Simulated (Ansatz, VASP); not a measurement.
# Two plane-wave programs on BP

```
B P
1.0
     0.00000    2.31438    2.26900
     2.31438    0.00000    2.26900
     2.31438    2.31438    0.00000
B P
1 1
Direct
  0.00000 0.00000 0.00000
  0.75000 0.75000 0.75000
```

Change from the starting cell: strain +0.0200 x Voigt [1, 1, 0, 0, 0, 0], atoms carried along.

Alike in both runs: task single point; functional r2SCAN; k mesh 10 × 10 × 10; occupations gaussian, width 0.05 eV; no spin polarisation.

```csv
,VASP,Ansatz
version,VASP 6.6.1,Ansatz 0.2.0
potentials or method,"VASP PAW PBE potentials, release 64 (B, P), cutoff 520 eV","scalar-relativistic, plane waves, PAW"
valence electrons in the cell,8,8
```

```csv
,VASP,Ansatz,Ansatz less VASP
gap on the k mesh at the Fermi level (eV),1.19,1.16,-0.029
least direct gap on the mesh (eV),3.37,3.33,-0.039
pressure (GPa),-6.8,-6.4,+0.47
"traceless stress, the component that is largest in VASP (GPa)",3.58,3.57,-0.016
```

VASP's potentials were made for PBE, not for r2SCAN.
